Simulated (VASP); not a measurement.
Write the native input for VASP 6.6.1 that does the following.

```
Task                   : single point
Functional             : PBE
Potentials or basis    : VASP PAW PBE potentials, release 64 (Fe, Ge_d)
Cutoff                 : 520 eV
k mesh                 : 8 × 8 × 8
Occupations            : gaussian, width 0.05 eV
Spin                   : no spin polarisation
Dipole correction      : no
Further INCAR settings : ALGO = Normal; EDIFF = 1e-07; NBANDS = 54
```

The structure of FeGe lies in POSCAR:

```
FeGe
1.0
    4.5792838518      0.0000000000      0.0000000000
    0.0000000000      4.5792838518      0.0000000000
    0.0000000000      0.0000000000      4.5792838518
Fe Ge
4 4
Direct
    0.1352423972      0.1352423972      0.1352423972
    0.3647576028      0.8647576028      0.6352423972
    0.6352423972      0.3647576028      0.8647576028
    0.8647576028      0.6352423972      0.3647576028
    0.8390350662      0.8390350662      0.8390350662
    0.6609649338      0.1609649338      0.3390350662
    0.3390350662      0.6609649338      0.1609649338
    0.1609649338      0.3390350662      0.6609649338
```

One way to write it, as run:

INCAR

```
  PREC = Accurate
  ENCUT = 520
  EDIFF = 1E-7
  ISMEAR = 0
  SIGMA = 0.05
  LREAL = False
  LASPH = True
  NELM = 60
  ALGO = Normal
  ISIF = 2
  LWAVE = False
  LCHARG = False
  GGA = PE
  NBANDS = 54
```

KPOINTS

```
regular mesh
0
Gamma
  8 8 8
```

Potentials or basis: VASP PAW PBE potentials, release 64 (Fe, Ge_d).

Launch:

```bash
$ cat potpaw_PBE.64/Fe/POTCAR potpaw_PBE.64/Ge_d/POTCAR > POTCAR
$ mpirun -np 1 vasp_std > vasp.out
```

Results of the run:

```
Pressure               : 8.1 GPa
Largest force          : 0.031 eV/Å
Band gap on the k mesh : 0.12 eV (least direct gap 0.14 eV)
```

Caveat: the cell stands under pressure.

Run time: 110 s on 1 thread of Intel(R) Xeon(R) 6975P-C (Granite Rapids) (shared host), peak memory 0.31 GiB.
